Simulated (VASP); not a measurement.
Wanted: the native input for a VASP 6.6.1 run.

```
Task                   : single point
Functional             : PBE
Potentials or basis    : VASP PAW PBE potentials, release 64 (Ti_sv, C)
Cutoff                 : 520 eV
k mesh                 : 4 × 4 × 4
Occupations            : gaussian, width 0.1 eV
Spin                   : no spin polarisation
Dipole correction      : no
Further INCAR settings : ALGO = Normal; EDIFF = 1e-06; NBANDS = 34
```

The structure of Ti4C lies in POSCAR:

```
Ti4C
1.0
    4.2268529551      0.0000000000      0.0000000000
    0.0000000000      4.2268529551      0.0000000000
    0.0000000000      0.0000000000      4.2268529551
Ti C
4 1
Direct
    0.0000000000      0.0000000000      0.0000000000
    0.5000000000      0.5000000000      0.0000000000
    0.5000000000      0.0000000000      0.5000000000
    0.0000000000      0.5000000000      0.5000000000
    0.5000000000      0.5000000000      0.5000000000
```

The cell was built from a structure type or drawn by symmetry, and may not be a known phase.

The input as run:

INCAR

```
  ALGO = Normal
  EDIFF = 1E-6
  ENCUT = 520
  GGA = PE
  ISIF = 2
  ISMEAR = 0
  LASPH = True
  LCHARG = False
  LREAL = False
  LWAVE = False
  NBANDS = 34
  NELM = 60
  PREC = Accurate
  SIGMA = 0.1
```

KPOINTS

```
k-points
0
Gamma
  4 4 4
```

Potentials or basis: VASP PAW PBE potentials, release 64 (Ti_sv, C).

Launch:

```sh
$ cat potpaw_PBE.64/Ti_sv/POTCAR potpaw_PBE.64/C/POTCAR > POTCAR
$ mpirun -np 1 vasp_std > vasp.out
```

Results of the run:

| Quantity | Value |
| --- | --- |
| Pressure | -0.1 GPa |
| Band gap on the k mesh | zero (bands 26 and 27 overlap by 0.78 eV) |

Caveat: the k points lie up to 0.37 Å⁻¹ apart, too coarse for converged energies and pressures of a metal.

Run time: 38 s on 1 thread of Intel Xeon 8259CL (shared host), peak memory 0.18 GiB.
